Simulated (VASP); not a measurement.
# LiH (Fm-3m) in VASP: notebook

Runs on LiH. Level: r2SCAN. Tasks: single point.

Everything below comes from runs of VASP 6.6.1. Logs are shortened: lines on timing, memory, paths and dates and some standing lists are left out, and cuts for length are marked.

**1. The cell of the first run**

The structure is cubic, space group Fm-3m (No. 225). Conventional cell: a = 4.065 Å, b = 4.065 Å, c = 4.065 Å, α = 90.00°, β = 90.00°, γ = 90.00°. Li (site symmetry m-3m) has 6 H at 2.03 Å within 2.7 Å. Within 2.7 Å of H (site symmetry m-3m) lie 6 Li at 2.03 Å.

**2. Single point, r2SCAN**

The input, POSCAR:

```
LiH
1.0
    0.0000000000      2.0324982387      2.0324982387
    2.0324982387      0.0000000000      2.0324982387
    2.0324982387      2.0324982387      0.0000000000
Li H
1 1
Direct
    0.0000000000      0.0000000000      0.0000000000
    0.5000000000      0.5000000000      0.5000000000
```

The input, INCAR.step1:

```
SYSTEM = LiH
ALGO     = Normal         ! electronic algorithm
EDIFF    = 1E-4           ! SCF threshold, eV
ENCUT    = 520            ! plane-wave cutoff, eV
GGA      = PE             ! functional
ISMEAR   = 0              ! smearing method
LASPH    = .TRUE.         ! aspherical terms in the spheres
LCHARG   = .FALSE.        ! write CHGCAR
LREAL    = .FALSE.        ! projectors in reciprocal space
LWAVE    = .TRUE.         ! write WAVECAR
NBANDS   = 9              ! bands
NELM     = 60             ! most SCF steps
PREC     = Accurate       ! precision mode
SIGMA    = 0.05           ! smearing width, eV
```

The input, INCAR.step2:

```
SYSTEM = LiH
ALGO     = Normal         ! electronic algorithm
EDIFF    = 1E-6           ! SCF threshold, eV
ENCUT    = 520            ! plane-wave cutoff, eV
ISIF     = 2              ! what is computed and relaxed
ISMEAR   = 0              ! smearing method
ISTART   = 1            
LASPH    = .TRUE.         ! aspherical terms in the spheres
LCHARG   = .FALSE.        ! write CHGCAR
LMIXTAU  = .TRUE.       
LREAL    = .FALSE.        ! projectors in reciprocal space
LWAVE    = .FALSE.        ! write WAVECAR
METAGGA  = R2SCAN         ! meta-GGA
NBANDS   = 9              ! bands
NELM     = 60             ! most SCF steps
PREC     = Accurate       ! precision mode
SIGMA    = 0.05           ! smearing width, eV
```

The input, KPOINTS:

```
k-points
0
G
  14 14 14
  0 0 0
```

Potentials or basis: VASP PAW PBE potentials, release 64 (Li_sv, H).

On the command line:

```sh
$ cat potpaw_PBE.64/Li_sv/POTCAR potpaw_PBE.64/H/POTCAR > POTCAR
$ cp INCAR.step1 INCAR
$ mpirun -np 1 vasp_std > vasp.out
$ cp INCAR.step2 INCAR
$ mpirun -np 1 vasp_std > vasp.out
```

OUTCAR:

```text
SYSTEM = LiH
   EDIFF = 1E-6
   ENCUT = 520
   ISIF = 2
   ISMEAR = 0
   ISTART = 1
   LASPH = .TRUE.
   LREAL = .FALSE.
   METAGGA = R2SCAN
   NELM = 60
   PREC = Accurate

 ion  position               nearest neighbor table
   1  0.000  0.000  0.000-
   2  0.500  0.500  0.500-

  LATTYP: Found a face centered cubic cell.
 ALAT       =     4.0649964774

  Lattice vectors:

 A1 = (   0.0000000000,   2.0324982387,   2.0324982387)
 A2 = (   2.0324982387,   0.0000000000,   2.0324982387)
 A3 = (   2.0324982387,   2.0324982387,   0.0000000000)

Analysis of symmetry for initial positions (statically):
=====================================================================
 Subroutine PRICEL returns:
 Original cell was already a primitive cell.

 Routine SETGRP: Setting up the symmetry group for a
 face centered cubic supercell.

 Subroutine GETGRP returns: Found 48 space group operations
[... 9 lines left out ...]

 Routine SETGRP: Setting up the symmetry group for a
 face centered cubic supercell.

 Subroutine GETGRP returns: Found 48 space group operations
[... 11 lines left out ...]
                                     Primitive cell

  volume of cell :      16.7927

  direct lattice vectors                    reciprocal lattice vectors
     0.000000000  2.032498239  2.032498239    -0.246002673  0.246002673  0.246002673
     2.032498239  0.000000000  2.032498239     0.246002673 -0.246002673  0.246002673
     2.032498239  2.032498239  0.000000000     0.246002673  0.246002673 -0.246002673

  length of vectors
     2.874386575  2.874386575  2.874386575     0.426089129  0.426089129  0.426089129

  position of ions in fractional coordinates (direct lattice)
     0.000000000  0.000000000  0.000000000
     0.500000000  0.500000000  0.500000000

  ion indices of the primitive-cell ions
   primitive index   ion index
                 1           1
                 2           2

----------------------------------------------------------------------------------------

 KPOINTS: k-points

Automatic generation of k-mesh.
 Grid dimensions read from file:
 generate k-points for:   14   14   14

 Generating k-lattice:

  Cartesian coordinates                     Fractional coordinates (reciprocal lattice)
    -0.017571620  0.017571620  0.017571620     0.071428571  0.000000000  0.000000000
     0.017571620 -0.017571620  0.017571620     0.000000000  0.071428571  0.000000000
     0.017571620  0.017571620 -0.017571620     0.000000000  0.000000000  0.071428571

  Length of vectors
     0.030434938  0.030434938  0.030434938

  Shift w.r.t. Gamma in fractional coordinates (k-lattice)
     0.000000000  0.000000000  0.000000000

 Subroutine IBZKPT returns following result:
 ===========================================

 Found    104 irreducible k-points:

 Following reciprocal coordinates:
            Coordinates               Weight
  0.000000  0.000000  0.000000      1.000000
  0.071429  0.000000  0.000000      8.000000
  0.142857  0.000000  0.000000      8.000000
  0.214286  0.000000  0.000000      8.000000
  0.285714  0.000000  0.000000      8.000000
  0.357143  0.000000  0.000000      8.000000
[... 16 lines left out ...]
  0.214286  0.142857  0.000000     24.000000
  0.285714  0.142857  0.000000     24.000000
 [... further k-points ...]
   k-points           NKPTS =    104   k-points in BZ     NKDIM =    104   number of bands    NBANDS=      9
   number of dos      NEDOS =    301   number of ions     NIONS =      2
   total plane-waves  NPLWV =  13824
   dimension x,y,z NGX =    24 NGY =   24 NGZ =   24
   dimension x,y,z NGXF=    48 NGYF=   48 NGZF=   48
   ions per type =               1   1
   NGX,Y,Z   is equivalent  to a cutoff of  13.88, 13.88, 13.88 a.u.
   NGXF,Y,Z  is equivalent  to a cutoff of  27.76, 27.76, 27.76 a.u.
 SYSTEM =  LiH
   PREC   = accura    normal or accurate (medium, high low for compatibility)
   ISTART =      1    job   : 0-new  1-cont  2-samecut
   ICHARG =      0    charge: 1-file 2-atom 10-const
   ISPIN  =      1    spin polarized calculation?
   LNONCOLLINEAR =      F non collinear calculations
   LSORBIT =      F    spin-orbit coupling
   LASPH  =      T    aspherical Exc in radial PAW
   ENCUT  =  520.0 eV  38.22 Ry    6.18 a.u.   5.34  5.34  5.34*2*pi/ulx,y,z
   NELM   =     60;   NELMIN=  2; NELMDL=  0     # of ELM steps
   EDIFF  = 0.1E-05   stopping-criterion for ELM
   LREAL  =      F    real-space projection
   EDIFFG = 0.1E-04   stopping-criterion for IOM
   NSW    =      0    number of steps for IOM
   IBRION =     -1    ionic relax: 0-MD 1-quasi-New 2-CG
   NFREE  =      0    steps in history (QN), initial steepest desc. (CG)
   ISIF   =      2    stress and relaxation
   ISYM   =      2    0-nonsym 1-usesym 2-fastsym
   POTIM  = 0.5000    time-step for ionic-motion
   TEBEG  =    0.0;   TEEND  =   0.0 temperature during run
   PSTRESS=    0.0 pullay stress
   NELECT =       4.0000    total number of electrons
   NUPDOWN=      -1.0000    fix difference up-down
   EMIN   =  10.00;   EMAX   =-10.00  energy-range for DOS
   EFERMI =   0.00;   METHOD = LEGACY
   ISMEAR =     0;   SIGMA  =   0.05  broadening in eV -4-tet -1-fermi 0-gaus
   EFERMI_NEDOS =   21; number of points for ismear=-14 and -15
   IALGO  =     38    algorithm
   IMIX   =      4    mixing-type and parameters
     AMIX     =   0.40;   BMIX     =  1.00
     AMIX_MAG =   1.60;   BMIX_MAG =  1.00
  volume/ion in A,a.u.               =       8.40        56.66
  Fermi-wavevector in a.u.,A,eV,Ry     =   1.014818  1.917727 14.012024  1.029855
  Thomas-Fermi vector in A             =   2.148067
   LORBIT       =      0    0 simple, 1 ext, 2 COOP (PROOUT), +10 PAW based schemes
   METAGGA = R2SCAN    functional components
   LHFCALC =     F    Hartree Fock is set to
   AEXX    =    0.0000 exact exchange contribution
   IVDW    =     0    specifies the selected vdW correction
   LEPSILON=     F    determine dielectric tensor
   LRPA    =     F    only Hartree local field effects (RPA)
 non-spin polarized calculation
 Gauss-broadening in eV      SIGMA  =   0.05
  energy-cutoff  :      520.00
  volume of cell :       16.79
 maximum number of plane-waves:       465
 NGX is ok and might be reduce to    24
   NGX = 11   NGY = 11   NGZ = 11

 number of electron       3.9999998 magnetization

 Free energy of the ion-electron system (eV)
  ---------------------------------------------------
  ext. energy  EPLUGINS =         0.00000000
  ---------------------------------------------------
  free energy    TOTEN  =        -6.81405660 eV

  energy without entropy =       -6.81405660  energy(sigma->0) =       -6.81405660

 E-fermi :  -0.1216     XC(G=0):  -8.6814

 val. band max:       -0.3776729565   @ k =   0.5000   0.5000   0.0000
 cond. band min:       3.2267252167   @ k =   0.5000   0.5000   0.0000
 fundamental gap:      3.6043981732
 Fermi energy:        -0.1216271010

 k-point     1 :       0.0000    0.0000    0.0000
  band No.  band energies     occupation
      1     -46.1460      2.00000
      2      -5.6680      2.00000
      3      16.6782      0.00000
      4      18.5551      0.00000
      5      18.5551      0.00000
      6      18.5560      0.00000
      7      22.9265      0.00000
      8      22.9265      0.00000
      9      22.9266      0.00000

 k-point     2 :       0.0714    0.0000    0.0000
  band No.  band energies     occupation
      1     -46.1440      2.00000
      2      -5.5769      2.00000
      3      15.8206      0.00000
      4      17.9263      0.00000
      5      18.3125      0.00000
      6      18.3133      0.00000
      7      22.6178      0.00000
      8      23.4384      0.00000
      9      23.4386      0.00000

 k-point     3 :       0.1429    0.0000    0.0000
  band No.  band energies     occupation
      1     -46.1388      2.00000
      2      -5.3083      2.00000
      3      13.6514      0.00000
      4      16.9483      0.00000
      5      17.8273      0.00000
      6      17.8280      0.00000
      7      23.0095      0.00000
      8      24.5157      0.00000
      9      24.5161      0.00000

 k-point     4 :       0.2143    0.0000    0.0000
  band No.  band energies     occupation
      1     -46.1312      2.00000
      2      -4.8738      2.00000
      3      11.1809      0.00000
      4      16.0427      0.00000
      5      17.3968      0.00000
      6      17.3975      0.00000
      7      23.2966      0.00000
      8      23.2969      0.00000
      9      23.8919      0.00000

 k-point     5 :       0.2857    0.0000    0.0000
  band No.  band energies     occupation
      1     -46.1227      2.00000
      2      -4.3046      2.00000
      3       8.8927      0.00000
      4      15.2672      0.00000
      5      17.1462      0.00000
      6      17.1469      0.00000
      7      21.6908      0.00000
      8      21.6910      0.00000
      9      25.0629      0.00000

 k-point     6 :       0.3571    0.0000    0.0000
  band No.  band energies     occupation
      1     -46.1150      2.00000
      2      -3.6723      2.00000
      3       6.9899      0.00000
      4      14.6754      0.00000
      5      17.1061      0.00000
      6      17.1069      0.00000
      7      20.3667      0.00000
      8      20.3668      0.00000
      9      26.3985      0.00000
[... 169 lines left out ...]
 k-point    21 :      -0.0714    0.0714    0.0000
  band No.  band energies     occupation
      1     -46.1411      2.00000
      2      -5.4262      2.00000
      3      14.8702      0.00000
      4      16.2713      0.00000
      5      17.9926      0.00000
      6      18.8886      0.00000
      7      22.3435      0.00000
      8      23.3124      0.00000
      9      25.2149      0.00000

 k-point    22 :       0.1429    0.1429    0.0000
  band No.  band energies     occupation
      1     -46.1364      2.00000
      2      -5.1762      2.00000
      3      14.2112      0.00000
      4      15.7066      0.00000
      5      15.7070      0.00000
      6      19.1569      0.00000
      7      19.6975      0.00000
      8      24.7137      0.00000
      9      27.1422      0.00000

 k-point    23 :       0.2143    0.1429    0.0000
  band No.  band energies     occupation
      1     -46.1308      2.00000
      2      -4.8403      2.00000
      3      12.5723      0.00000
      4      14.6480      0.00000
      5      14.9648      0.00000
      6      19.0440      0.00000
      7      19.5476      0.00000
      8      24.4285      0.00000
      9      28.0386      0.00000

 k-point    24 :       0.2857    0.1429    0.0000
  band No.  band energies     occupation
      1     -46.1233      2.00000
      2      -4.3422      2.00000
      3      10.3590      0.00000
      4      13.5565      0.00000
      5      14.4829      0.00000
      6      18.5704      0.00000
      7      20.6721      0.00000
      8      23.9592      0.00000
      9      26.6386      0.00000

 [... further k-points ...]
[... 5 lines left out ...]
  --------------------------------------------------------------------------------------
  -------------------------------------------------------------------------------------
  Total       -0.1878289     -0.1878289     -0.1878289      0.0000000      0.0000000      0.0000000
  in kB      -17.9205970    -17.9205970    -17.9205970      0.0000000      0.0000000      0.0000000
  external PRESSURE =     -17.9205970 kB  Pullay stress =       0.0000000 kB

 VOLUME and BASIS-vectors are now :
 -----------------------------------------------------------------------------
  energy-cutoff  :      520.00
  volume of cell :       16.79
      direct lattice vectors                 reciprocal lattice vectors
     0.000000000  2.032498239  2.032498239    -0.246002673  0.246002673  0.246002673
     2.032498239  0.000000000  2.032498239     0.246002673 -0.246002673  0.246002673
     2.032498239  2.032498239  0.000000000     0.246002673  0.246002673 -0.246002673

 POSITION                                       TOTAL-FORCE (eV/Angst)
 -----------------------------------------------------------------------------------
      0.00000      0.00000      0.00000         0.000000      0.000000     -0.000000
      2.03250      2.03250      2.03250         0.000000      0.000000      0.000000
 -----------------------------------------------------------------------------------
    total drift:                                0.000000     -0.000000     -0.000000

  FREE ENERGIE OF THE ION-ELECTRON SYSTEM (eV)
  ---------------------------------------------------
  free  energy   TOTEN  =        -6.8140565988 eV

  energy  without entropy=       -6.8140565988  energy(sigma->0) =       -6.81405660
```

Wall time 79 s (1 thread of Intel Xeon 8259CL, shared host); peak memory 0.14 GiB.

Results:

- Free energy: -6.8141 eV
- Band gap on the k mesh: 3.60 eV, direct

Caveat: the cutoff is under 1.25 times the usual one of these potentials, so pressure, stress and relaxed cells hold a basis-set (Pulay) error; the PAW data sets were made with another functional, which shifts forces and pressure a little. r2SCAN opens gaps a little over a GGA but as a rule still falls short of measured ones.

**3. Single point, r2SCAN**

POSCAR is that of step 2.

The input, INCAR.step1:

```
PREC = Accurate
ENCUT = 520
ISMEAR = 0
SIGMA = 0.05
LREAL = F
LASPH = T
NELM = 80
NBANDS = 9
GGA = PE
ALGO = Normal
EDIFF = 1E-4
LWAVE = T
LCHARG = F
```

The input, INCAR.step2:

```
PREC = Accurate
ENCUT = 520
EDIFF = 1E-6
ISMEAR = 0
SIGMA = 0.05
LREAL = F
LASPH = T
NELM = 80
ALGO = Normal
ISIF = 2
LWAVE = F
LCHARG = F
METAGGA = R2SCAN
LMIXTAU = T
NBANDS = 9
ISTART = 1
```

The input, KPOINTS:

```
regular mesh
0
Gamma
  14 14 14
```

Potentials or basis: VASP PAW PBE potentials, release 64 (Li_sv, H).

On the command line:

```sh
$ cat potpaw_PBE.64/Li_sv/POTCAR potpaw_PBE.64/H/POTCAR > POTCAR
$ cp INCAR.step1 INCAR
$ mpirun -np 1 vasp_std > vasp.out
$ cp INCAR.step2 INCAR
$ mpirun -np 1 vasp_std > vasp.out
```

Wall time 88 s (1 thread of Intel Xeon 8259CL, shared host); peak memory 0.14 GiB.

Results (log left out):

```yaml
Free_energy: -6.8141 eV
Band_gap_on_the_k_mesh: 3.60 eV, direct
```

Levels at points of the mesh, in eV from the valence-band top:
| k point | band 1 | band 2 | band 3 | band 4 | band 5 | band 6 |
| --- | --- | --- | --- | --- | --- | --- |
| (0.00, 0.00, 0.00) | -45.77 | -5.29 | 17.06 | 18.93 | 18.93 | 18.93 |
| (0.50, 0.00, 0.00) | -45.73 | -2.52 | 5.56 | 14.56 | 17.74 | 17.74 |
| (0.50, 0.50, 0.00) | -45.72 | 0.00 | 3.60 | 11.52 | 11.52 | 14.77 |

Caveat: the cutoff is under 1.25 times the usual one of these potentials, so pressure, stress and relaxed cells hold a basis-set (Pulay) error; the PAW data sets were made with another functional, which shifts forces and pressure a little. r2SCAN opens gaps a little over a GGA but as a rule still falls short of measured ones.
